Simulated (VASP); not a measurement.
A run of VASP 6.6.1:

Contents of INCAR:

```
PREC = Accurate
ENCUT = 520
EDIFF = 1E-7
ISMEAR = 0
SIGMA = 0.01
LREAL = F
LASPH = T
NELM = 80
ALGO = Normal
ISIF = 2
LWAVE = F
LCHARG = T
GGA = PS
LELF = T
LVHAR = T
NBANDS = 15
```

KPOINTS

```
Automatic mesh
0
Gamma
  7 7 7
```

Contents of POSCAR:

```
CaO
1.0
    0.0000000000      2.3257635726      2.3257635726
    2.3257635726      0.0000000000      2.3257635726
    2.3257635726      2.3257635726      0.0000000000
Ca O
1 1
Direct
    0.0000000000      0.0000000000      0.0000000000
    0.5000000000      0.5000000000      0.5000000000
```

Potentials or basis: VASP PAW PBE potentials, release 64 (Ca_sv, O).

The run is started by

```sh
$ cat potpaw_PBE.64/Ca_sv/POTCAR potpaw_PBE.64/O/POTCAR > POTCAR
$ mpirun -np 1 vasp_std > vasp.out
```

Hardware: 1 thread of AMD EPYC 7R43 64-Core Processor (Zen 3) (shared host).

Problem. How long does it take, and how much memory?

Solution. It took 9.2 s on 1 thread of AMD EPYC 7R43 64-Core Processor (Zen 3) (shared host), peak memory 0.1 GiB. Counts: scf iterations 14, k points 20.
